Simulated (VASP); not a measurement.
Here is a VASP 6.6.1 calculation.

INCAR

```
PREC = Accurate ; ENCUT = 600
EDIFF = 1E-6 ; ISMEAR = 0
SIGMA = 0.1 ; LREAL = False
LASPH = True ; NELM = 100
ALGO = Normal ; ISIF = 3
LWAVE = False ; LCHARG = False
GGA = CA ; IBRION = 2
NSW = 70 ; EDIFFG = -0.005
```

The input KPOINTS:

```
Automatic mesh
0
Gamma
  8 10 6
```

File POSCAR:

```
SiNi
1.0
    5.1540864214      0.0000000000      0.0000000000
    0.0000000000      3.3754899881      0.0000000000
    0.0000000000      0.0000000000      5.6197139615
Si Ni
4 4
Direct
    0.3212470393      0.7500000000      0.0840781272
    0.1787529607      0.2500000000      0.5840781272
    0.8212470393      0.7500000000      0.4159218728
    0.6787529607      0.2500000000      0.9159218728
    0.0082175891      0.2500000000      0.1884869317
    0.4917824109      0.7500000000      0.6884869317
    0.5082175891      0.2500000000      0.3115130683
    0.9917824109      0.7500000000      0.8115130683
```

Potentials or basis: VASP PAW LDA potentials, release 64 (Si, Ni).

The run is started by

```bash
$ cat potpaw_LDA.64/Si/POTCAR potpaw_LDA.64/Ni/POTCAR > POTCAR
$ mpirun -np 1 vasp_std > vasp.out
```

Q: What does it give for the relaxed volume?

A: 11.54 Å³/atom.

Q: What does it give for the band gap on the k mesh?

A: Zero (bands 28 and 29 overlap by 1.95 eV).

Q: What does it give for the relaxed cell?

A: a = 5.051 Å, b = 3.331 Å, c = 5.486 Å, α = 90.00°, β = 90.00°, γ = 90.00°.

Step by step:
| step | energy change (eV) | largest force (eV/Å) | pressure (GPa) | volume (Å³) |
| --- | --- | --- | --- | --- |
| 1 | 0.0000 | 0.1585 | -10.27 | 97.77 |
| 2 | 0.0357 | 0.2885 | 13.95 | 87.10 |
| 3 | -0.1834 | 0.0837 | -0.13 | 92.44 |
| 4 | -0.1834 | 0.0872 | 0.10 | 92.34 |
| 5 | -0.1854 | 0.0480 | 0.03 | 92.30 |
| 6 | -0.1860 | 0.0466 | 0.04 | 92.26 |
| 7 | -0.1860 | 0.0438 | 0.12 | 92.26 |
| 8 | -0.1866 | 0.0217 | -0.20 | 92.37 |
| 9 | -0.1867 | 0.0133 | -0.20 | 92.41 |
| 10 | -0.1871 | 0.0136 | 0.09 | 92.24 |
| 11 | -0.1871 | 0.0154 | 0.11 | 92.22 |
| 12 | -0.1871 | 0.0198 | 0.18 | 92.16 |
| 13 | -0.1871 | 0.0176 | 0.25 | 92.19 |
| 14 | -0.1871 | 0.0164 | 0.20 | 92.20 |
| 15 | -0.1873 | 0.0111 | 0.09 | 92.25 |
| 16 | -0.1873 | 0.0115 | -0.03 | 92.26 |
| 17 | -0.1873 | 0.0112 | 0.05 | 92.26 |
| 18 | -0.1873 | 0.0041 | -0.01 | 92.30 |

Spin polarisation is off, so any magnetic state and its effect on volume and gap are missing. Zero-point motion and thermal expansion aren't in these numbers.
